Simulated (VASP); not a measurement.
# Pb (C2/m) in VASP: settings compared

Pb is run at these levels: LDA, PBE; tasks: single point.

All numbers are computed with VASP 6.6.1; they aren't measurements. Logs are shortened: lines on timing, memory, paths and dates and some standing lists are left out, and cuts for length are marked.

## (1) The cell of the first run

Symmetry: C2/m, No. 12, monoclinic system. Conventional cell: a = 6.077 Å, b = 3.501 Å, c = 6.452 Å, α = 90.00°, β = 109.14°, γ = 90.00°. Within 4.4 Å of Pb (site symmetry m) lie 10 Pb at 3.34 to 3.51 Å.

## (2) Single point, LDA

The input, INCAR:

```
SYSTEM = Pb
PREC = Accurate
ENCUT = 500
EDIFF = 1E-6
ISMEAR = 0
SIGMA = 0.1
LREAL = .FALSE.
LASPH = .TRUE.
NELM = 120
ALGO = Normal
ISIF = 2
LWAVE = .FALSE.
LCHARG = .TRUE.
LELF = .TRUE.
LVHAR = .TRUE.
NBANDS = 21
GGA_COMPAT = .FALSE.
```

The input, KPOINTS:

```
Automatic mesh
0
G
  6 6 4
  0 0 0
```

The input, POSCAR:

```
Pb
1.0
    3.0386068135     -1.7503199600      0.0000000000
    3.0386068135      1.7503199600      0.0000000000
   -2.1154626375      0.0000000000      6.0952248674
Pb
2
Direct
    0.0914915900      0.0914915900      0.2737078000
    0.9085084100      0.9085084100      0.7262922000
```

Potentials or basis: VASP PAW LDA potentials, release 64 (Pb_d).

On the command line:

```bash
cat potpaw_LDA.64/Pb_d/POTCAR > POTCAR
mpirun -np 1 vasp_std > vasp.out
```

OUTCAR:

```text
SYSTEM = Pb
   PREC = Accurate
   ENCUT = 500
   EDIFF = 1E-6
   ISMEAR = 0
   LREAL = .FALSE.
   LASPH = .TRUE.
   NELM = 120
   ISIF = 2

 ion  position               nearest neighbor table
   1  0.091  0.091  0.274-   2 3.34   2 3.41   2 3.41   2 3.45
   2  0.909  0.909  0.726-   1 3.34   1 3.41   1 3.41   1 3.45

  LATTYP: Found a base centered monoclinic cell.
 ALAT       =     6.0772136270
 B/A-ratio  =     0.5760271293
 C/A-ratio  =     1.0616534713
 COS(beta)  =    -0.3278823751

  Lattice vectors:

 A1 = (   3.0386068135,  -1.7503199600,   0.0000000000)
 A2 = (   3.0386068135,   1.7503199600,   0.0000000000)
 A3 = (  -2.1154626375,   0.0000000000,   6.0952248674)

Analysis of symmetry for initial positions (statically):
=====================================================================
 Subroutine PRICEL returns:
 Original cell was already a primitive cell.

 Routine SETGRP: Setting up the symmetry group for a
 base centered monoclinic supercell.

 Subroutine GETGRP returns: Found  4 space group operations
 (whereof  4 operations were pure point group operations)
 out of a pool of  4 trial point group operations.

The static configuration has the point symmetry C_2h.

Analysis of symmetry for dynamics (positions and initial velocities):
=====================================================================
 Subroutine PRICEL returns:
 Original cell was already a primitive cell.

 Routine SETGRP: Setting up the symmetry group for a
 base centered monoclinic supercell.

 Subroutine GETGRP returns: Found  4 space group operations
 (whereof  4 operations were pure point group operations)
 out of a pool of  4 trial point group operations.

The dynamic configuration has the point symmetry C_2h.

 Subroutine INISYM returns: Found  4 space group operations
 (whereof  4 operations are pure point group operations),
 and found     1 'primitive' translations

----------------------------------------------------------------------------------------

                                     Primitive cell

  volume of cell :      64.8353

  direct lattice vectors                    reciprocal lattice vectors
     3.038606813 -1.750319960  0.000000000     0.164549095 -0.285662057  0.057109864
     3.038606813  1.750319960  0.000000000     0.164549095  0.285662057  0.057109864
    -2.115462637  0.000000000  6.095224867     0.000000000  0.000000000  0.164062856

  length of vectors
     3.506672401  3.506672401  6.451894943     0.334575480  0.334575480  0.164062856

  position of ions in fractional coordinates (direct lattice)
     0.091491590  0.091491590  0.273707800
     0.908508410  0.908508410  0.726292200

  ion indices of the primitive-cell ions
   primitive index   ion index
                 1           1
                 2           2

----------------------------------------------------------------------------------------

 KPOINTS: Automatic mesh

Automatic generation of k-mesh.
 Grid dimensions read from file:
 generate k-points for:    6    6    4

 Generating k-lattice:

  Cartesian coordinates                     Fractional coordinates (reciprocal lattice)
     0.027424849 -0.047610343  0.009518311     0.166666667  0.000000000  0.000000000
     0.027424849  0.047610343  0.009518311     0.000000000  0.166666667  0.000000000
     0.000000000  0.000000000  0.041015714     0.000000000  0.000000000  0.250000000

  Length of vectors
     0.055762580  0.055762580  0.041015714

  Shift w.r.t. Gamma in fractional coordinates (k-lattice)
     0.000000000  0.000000000  0.000000000

 Subroutine IBZKPT returns following result:
 ===========================================

 Found     47 irreducible k-points:

 Following reciprocal coordinates:
            Coordinates               Weight
  0.000000  0.000000  0.000000      1.000000
  0.166667  0.000000  0.000000      4.000000
  0.333333  0.000000  0.000000      4.000000
  0.500000  0.000000  0.000000      2.000000
  0.166667  0.166667  0.000000      2.000000
  0.333333  0.166667  0.000000      4.000000
[... 16 lines left out ...]
 -0.333333  0.166667  0.250000      4.000000
 -0.166667  0.166667  0.250000      4.000000
 [... further k-points ...]
   k-points           NKPTS =     47   k-points in BZ     NKDIM =     47   number of bands    NBANDS=     21
   number of dos      NEDOS =    301   number of ions     NIONS =      2
   total plane-waves  NPLWV =  37632
   dimension x,y,z NGX =    28 NGY =   28 NGZ =   48
   dimension x,y,z NGXF=    56 NGYF=   56 NGZF=   96
   ions per type =               2
   NGX,Y,Z   is equivalent  to a cutoff of  13.27, 13.27, 12.37 a.u.
   NGXF,Y,Z  is equivalent  to a cutoff of  26.55, 26.55, 24.74 a.u.
 SYSTEM =  Pb
   PREC   = accura    normal or accurate (medium, high low for compatibility)
   ISTART =      0    job   : 0-new  1-cont  2-samecut
   ICHARG =      2    charge: 1-file 2-atom 10-const
   ISPIN  =      1    spin polarized calculation?
   LNONCOLLINEAR =      F non collinear calculations
   LSORBIT =      F    spin-orbit coupling
   LASPH  =      T    aspherical Exc in radial PAW
   ENCUT  =  500.0 eV  36.75 Ry    6.06 a.u.   6.39  6.39 11.76*2*pi/ulx,y,z
   NELM   =    120;   NELMIN=  2; NELMDL= -5     # of ELM steps
   EDIFF  = 0.1E-05   stopping-criterion for ELM
   LREAL  =      F    real-space projection
   EDIFFG = 0.1E-04   stopping-criterion for IOM
   NSW    =      0    number of steps for IOM
   IBRION =     -1    ionic relax: 0-MD 1-quasi-New 2-CG
   NFREE  =      0    steps in history (QN), initial steepest desc. (CG)
   ISIF   =      2    stress and relaxation
   ISYM   =      2    0-nonsym 1-usesym 2-fastsym
   POTIM  = 0.5000    time-step for ionic-motion
   TEBEG  =    0.0;   TEEND  =   0.0 temperature during run
   PSTRESS=    0.0 pullay stress
   NELECT =      28.0000    total number of electrons
   NUPDOWN=      -1.0000    fix difference up-down
   EMIN   =  10.00;   EMAX   =-10.00  energy-range for DOS
   EFERMI =   0.00;   METHOD = LEGACY
   ISMEAR =     0;   SIGMA  =   0.10  broadening in eV -4-tet -1-fermi 0-gaus
   EFERMI_NEDOS =   21; number of points for ismear=-14 and -15
   IALGO  =     38    algorithm
   IMIX   =      4    mixing-type and parameters
     AMIX     =   0.40;   BMIX     =  1.00
     AMIX_MAG =   1.60;   BMIX_MAG =  1.00
  volume/ion in A,a.u.               =      32.42       218.77
  Fermi-wavevector in a.u.,A,eV,Ry     =   1.237438  2.338420 20.833975  1.531254
  Thomas-Fermi vector in A             =   2.372006
   LORBIT       =      0    0 simple, 1 ext, 2 COOP (PROOUT), +10 PAW based schemes
   GGA     = CA    functional components
   LHFCALC =     F    Hartree Fock is set to
   AEXX    =    0.0000 exact exchange contribution
   IVDW    =     0    specifies the selected vdW correction
   LEPSILON=     F    determine dielectric tensor
   LRPA    =     F    only Hartree local field effects (RPA)
 non-spin polarized calculation
 Gauss-broadening in eV      SIGMA  =   0.10
  energy-cutoff  :      500.00
  volume of cell :       64.84
 maximum number of plane-waves:      1666
 NGX is ok and might be reduce to    28
   NGX = 13   NGY = 13   NGZ = 23

 number of electron      27.9999996 magnetization

 Free energy of the ion-electron system (eV)
  ---------------------------------------------------
  ext. energy  EPLUGINS =         0.00000000
  ---------------------------------------------------
  free energy    TOTEN  =        -8.26735436 eV

  energy without entropy =       -8.26049822  energy(sigma->0) =       -8.26392629

 E-fermi :   6.2398     XC(G=0): -10.0933

 val. band max:        6.2187269315   @ k =   0.5000   0.3333   0.0000
 cond. band min:       6.2524696971   @ k =   0.3333   0.1667   0.0000
 fundamental gap:      0.0337427656
 Fermi energy:         6.2397662465

 k-point     1 :       0.0000    0.0000    0.0000
  band No.  band energies     occupation
      1     -10.8198      2.00000
      2     -10.7188      2.00000
      3     -10.7175      2.00000
      4     -10.7160      2.00000
      5     -10.7155      2.00000
      6     -10.6847      2.00000
[... 13 lines left out ...]
     20      15.6181      0.00000
     21      16.2824      0.00000

 k-point     2 :       0.1667    0.0000    0.0000
  band No.  band energies     occupation
      1     -10.8002      2.00000
      2     -10.7438      2.00000
      3     -10.7300      2.00000
      4     -10.6655      2.00000
      5     -10.6600      2.00000
      6     -10.6439      2.00000
[... 13 lines left out ...]
     20      15.0980      0.00000
     21      16.6396      0.00000

 k-point     3 :       0.3333    0.0000    0.0000
  band No.  band energies     occupation
      1     -10.8166      2.00000
      2     -10.7759      2.00000
      3     -10.7410      2.00000
      4     -10.7210      2.00000
      5     -10.6323      2.00000
      6     -10.5542      2.00000
[... 13 lines left out ...]
     20      13.9327      0.00000
     21      14.5898      0.00000

 k-point     4 :       0.5000    0.0000    0.0000
  band No.  band energies     occupation
      1     -10.8416      2.00000
      2     -10.7918      2.00000
      3     -10.7812      2.00000
      4     -10.7247      2.00000
      5     -10.6404      2.00000
      6     -10.5347      2.00000
[... 13 lines left out ...]
     20      13.6320      0.00000
     21      14.5087      0.00000

 k-point     5 :       0.1667    0.1667    0.0000
  band No.  band energies     occupation
      1     -10.8111      2.00000
      2     -10.7307      2.00000
      3     -10.7255      2.00000
      4     -10.6725      2.00000
      5     -10.6549      2.00000
      6     -10.6392      2.00000
[... 13 lines left out ...]
     20      15.7380      0.00000
     21      17.1672      0.00000
[... 382 lines left out ...]
     20      15.2243      0.00000
     21      15.8688      0.00000

 k-point    22 :       0.5000    0.1667    0.2500
  band No.  band energies     occupation
      1     -10.8252      2.00000
      2     -10.7483      2.00000
      3     -10.7093      2.00000
      4     -10.6874      2.00000
      5     -10.6593      2.00000
      6     -10.6075      2.00000
[... 13 lines left out ...]
     20      13.9995      0.00000
     21      15.7018      0.00000

 k-point    23 :      -0.3333    0.1667    0.2500
  band No.  band energies     occupation
      1     -10.8225      2.00000
      2     -10.7470      2.00000
      3     -10.7073      2.00000
      4     -10.6882      2.00000
      5     -10.6670      2.00000
      6     -10.5714      2.00000
[... 13 lines left out ...]
     20      14.4354      0.00000
     21      15.5672      0.00000

 k-point    24 :      -0.1667    0.1667    0.2500
  band No.  band energies     occupation
      1     -10.8029      2.00000
      2     -10.7355      2.00000
      3     -10.7270      2.00000
      4     -10.6856      2.00000
      5     -10.6375      2.00000
      6     -10.6246      2.00000
[... 13 lines left out ...]
     20      15.9397      0.00000
     21      16.0469      0.00000

 [... further k-points ...]
[... 5 lines left out ...]
  --------------------------------------------------------------------------------------
  -------------------------------------------------------------------------------------
  Total       -1.4897455     -1.3802724     -0.3872460      0.0000000      0.0000000     -0.0171388
  in kB      -36.8138289    -34.1085840     -9.5694239      0.0000000      0.0000000     -0.4235261
  external PRESSURE =     -26.8306123 kB  Pullay stress =       0.0000000 kB

 VOLUME and BASIS-vectors are now :
 -----------------------------------------------------------------------------
  energy-cutoff  :      500.00
  volume of cell :       64.84
      direct lattice vectors                 reciprocal lattice vectors
     3.038606813 -1.750319960  0.000000000     0.164549095 -0.285662057  0.057109864
     3.038606813  1.750319960  0.000000000     0.164549095  0.285662057  0.057109864
    -2.115462637  0.000000000  6.095224867     0.000000000  0.000000000  0.164062856

 POSITION                                       TOTAL-FORCE (eV/Angst)
 -----------------------------------------------------------------------------------
     -0.02300      0.00000      1.66831         0.008012      0.000000     -0.088500
      3.98476      0.00000      4.42691        -0.008012      0.000000      0.088500
 -----------------------------------------------------------------------------------
    total drift:                                0.000000      0.000000     -0.000000

  FREE ENERGIE OF THE ION-ELECTRON SYSTEM (eV)
  ---------------------------------------------------
  free  energy   TOTEN  =        -8.2673543605 eV

  energy  without entropy=       -8.2604982171  energy(sigma->0) =       -8.26392629
```

It took 53 s on 1 thread of Intel Xeon 8259CL, shared host; peak memory 0.18 GiB.

What came out:

```
Free energy            : -8.2674 eV
Pressure               : -2.7 GPa
Largest force          : 0.089 eV/Å
Band gap on the k mesh : zero (bands 14 and 15 overlap by 7.56 eV)
```

Forces on the atoms (eV/Å):
```
Pb   0.008  0.000 -0.088
Pb  -0.008  0.000  0.088
```

Levels at points of the mesh, in eV from the Fermi level:
| k point | band 12 | band 13 | band 14 | band 15 | band 16 | band 17 |
| --- | --- | --- | --- | --- | --- | --- |
| (0.00, 0.00, 0.00) | -8.42 | -3.97 | 6.16 | 6.34 | 6.38 | 6.45 |
| (0.50, 0.00, 0.00) | -6.67 | -3.52 | -2.47 | 0.31 | 2.99 | 3.48 |
| (0.50, 0.50, 0.00) | -7.63 | -3.22 | -2.81 | 1.92 | 2.34 | 2.81 |
| (0.00, 0.00, 0.50) | -9.89 | -0.24 | 0.62 | 5.53 | 5.57 | 7.47 |
| (0.50, 0.00, 0.50) | -7.57 | -3.15 | -2.81 | 1.74 | 2.30 | 2.77 |
| (0.50, 0.50, 0.50) | -6.61 | -3.54 | -2.38 | 0.10 | 3.02 | 3.39 |

Caveat: spin-orbit coupling is left out, which moves the levels of the heavy elements.

## (3) Single point, PBE

The input, INCAR:

```
ALGO = Normal
EDIFF = 1E-6
ENCUT = 500
GGA = PE
GGA_COMPAT = False
ISIF = 2
ISMEAR = 1
LASPH = True
LCHARG = False
LREAL = False
LWAVE = False
NBANDS = 21
NELECT = 26.0
NELM = 120
PREC = Accurate
SIGMA = 0.018
```

The input, KPOINTS:

```
k-points
0
Gamma
  6 6 4
```

POSCAR is that of step 2.

Potentials or basis: VASP PAW PBE potentials, release 64 (Pb_d).

On the command line:

```bash
cat potpaw_PBE.64/Pb_d/POTCAR > POTCAR
mpirun -np 1 vasp_std > vasp.out
```

It took 62 s on 1 thread of Intel Xeon 8259CL, shared host; peak memory 0.21 GiB.

Results (log left out):

- Free energy: -18.7755 eV
- Largest force: 0.616 eV/Å

Forces on the atoms (eV/Å):
```
Pb   0.000  0.000 -0.616
Pb   0.000  0.000  0.616
```

Levels at points of the mesh, in eV from the Fermi level:
| k point | band 10 | band 11 | band 12 | band 13 | band 14 | band 15 | band 16 | band 17 |
| --- | --- | --- | --- | --- | --- | --- | --- | --- |
| (0.00, 0.00, 0.00) | -15.55 | -9.82 | -6.84 | -2.00 | 7.91 | 7.93 | 7.99 | 8.16 |
| (0.50, 0.00, 0.00) | -15.45 | -6.71 | -5.17 | -1.64 | -0.67 | 2.14 | 4.68 | 5.49 |
| (0.50, 0.50, 0.00) | -15.48 | -6.14 | -6.05 | -1.40 | -0.88 | 3.72 | 4.11 | 4.57 |
| (0.00, 0.00, 0.50) | -15.49 | -9.28 | -8.17 | 1.54 | 2.57 | 7.21 | 7.25 | 9.09 |
| (0.50, 0.00, 0.50) | -15.48 | -6.09 | -6.06 | -1.34 | -0.89 | 3.54 | 4.07 | 4.55 |
| (0.50, 0.50, 0.50) | -15.45 | -6.78 | -5.10 | -1.67 | -0.56 | 1.94 | 4.72 | 5.43 |

Caveat: the cell carries a net charge on a neutralising background, which shifts energy and pressure; the cell is charged against a uniform background, so pressure and absolute levels hang on convention; spin-orbit coupling is left out, which moves the levels of the heavy elements.

## (4) Single point, PBE

The input, INCAR:

```
ALGO     = Normal         # electronic algorithm
EDIFF    = 1E-6           # SCF threshold, eV
ENCUT    = 500            # plane-wave cutoff, eV
GGA      = PE             # functional
GGA_COMPAT= F            
ISIF     = 2              # what is computed and relaxed
ISMEAR   = -4             # smearing method
LASPH    = T              # aspherical terms in the spheres
LCHARG   = F              # write CHGCAR
LREAL    = F              # projectors in reciprocal space
LWAVE    = F              # write WAVECAR
NBANDS   = 21             # bands
NELM     = 120            # most SCF steps
PREC     = Accurate       # precision mode
SIGMA    = 0.1            # smearing width, eV
```

KPOINTS is that of step 3.

POSCAR is that of step 3.

On the command line:

```bash
cat potpaw_PBE.64/Pb_d/POTCAR > POTCAR
mpirun -np 1 vasp_std > vasp.out
```

It took 49 s on 1 thread of Intel Xeon 8259CL, shared host; peak memory 0.21 GiB.

It converged, with:

```yaml
Free_energy: -6.7050 eV
Pressure: 1.9 GPa
Largest_force: 0.034 eV/Å
Band_gap_on_the_k_mesh: zero (bands 14 and 15 overlap by 7.62 eV)
```

Forces on the atoms (eV/Å):
```
Pb  -0.012  0.000 -0.032
Pb   0.012  0.000  0.032
```

Stress tensor (GPa, compression positive):
```
 1.61  0.00 -0.39
 0.00  1.32  0.00
-0.39  0.00  2.79
```

Levels at points of the mesh, in eV from the Fermi level:
```
           k point  band 10  band 11  band 12  band 13  band 14  band 15  band 16  band 17  band 18  band 19
(0.00, 0.00, 0.00)   -16.95   -11.61    -8.53    -4.11     6.08     6.27     6.32     6.38     6.49     9.08
(0.50, 0.00, 0.00)   -16.83    -8.38    -6.78    -3.66    -2.60     0.20     2.90     3.30     3.91     6.12
(0.50, 0.50, 0.00)   -16.88    -7.75    -7.74    -3.35    -2.95     1.82     2.24     2.68     5.19     6.19
(0.00, 0.00, 0.50)   -16.89   -11.00   -10.02    -0.36     0.49     5.46     5.50     7.41     7.55     9.00
(0.50, 0.00, 0.50)   -16.88    -7.78    -7.68    -3.28    -2.95     1.63     2.21     2.64     5.14     6.15
(0.50, 0.50, 0.50)   -16.84    -8.45    -6.72    -3.68    -2.50    -0.01     2.93     3.22     3.95     6.18
```

Caveat: spin-orbit coupling is left out, which moves the levels of the heavy elements; tetrahedron occupations give inexact forces and stress in metals.

The gap in the log of VASP goes by the Fermi energy; the results here count the filled bands.